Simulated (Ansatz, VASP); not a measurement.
## C: VASP beside Ansatz

File INCAR:

```
PREC     = Accurate       # precision mode
ENCUT    = 910            # plane-wave cutoff, eV
EDIFF    = 1E-6           # SCF threshold, eV
ISMEAR   = 0              # smearing method
SIGMA    = 0.05           # smearing width, eV
LREAL    = False          # projectors in reciprocal space
LASPH    = True           # aspherical terms in the spheres
NELM     = 120            # most SCF steps
ALGO     = Normal         # electronic algorithm
ISIF     = 2              # what is computed and relaxed
LWAVE    = False          # write WAVECAR
LCHARG   = False          # write CHGCAR
GGA      = CA             # functional
NBANDS   = 11             # bands
GGA_COMPAT= False
```

KPOINTS

```
Automatic mesh
0
Gamma
  12 12 12
```

POSCAR

```
C
1.0
    0.0000000000      1.7231173816      1.7651614457
    1.7231173816      0.0000000000      1.7651614457
    1.7231173816      1.7231173816      0.0000000000
C
2
Direct
    0.5000000000      0.5000000000      0.5000000000
    0.7500000000      0.7500000000      0.7500000000
```

Input for Ansatz:

```yaml
crystal:
  lattice:
    - [0.0, 1.7231173816, 1.7651614457]
    - [1.7231173816, 0.0, 1.7651614457]
    - [1.7231173816, 1.7231173816, 0.0]
  atoms:
    - { symbol: C, position: [0.5, 0.5, 0.5] }
    - { symbol: C, position: [0.75, 0.75, 0.75] }
basis:
  ecutwfc: 520.0
kpoints:
  mp_grid: { grid: [12, 12, 12] }
hamiltonian:
  xc: lda
  pseudopotentials: { kind: paw, azcp: { folder: soft_1 } }
scf:
  occupations: { method: gaussian, width: 0.05 }
output:
  forces: true
  stress: true
  eigenvalues: true
```

Alike in both runs: task single point; functional LDA; k mesh 12 × 12 × 12; occupations gaussian, width 0.05 eV; no spin polarisation.

```csv
,VASP,Ansatz
version,VASP 6.6.1,Ansatz 0.2.0
potentials or method,"VASP PAW LDA potentials, release 64 (C_h), cutoff 910 eV","scalar-relativistic, plane waves, PAW"
valence electrons in the cell,8,8
```

|  | VASP | Ansatz | Ansatz less VASP |
| --- | --- | --- | --- |
| gap on the k mesh at the Fermi level (eV) | 4.01 | 4.01 | +0.006 |
| least direct gap on the mesh (eV) | 5.54 | 5.54 | -0.003 |

Ansatz warns that its potentials were made for another functional, while VASP's fit it. LDA's correlation is that of Perdew and Zunger in VASP and of Perdew and Wang (1992) in Ansatz.

Noted on VASP's run: the cutoff is short for stress, so the pressure is rough.
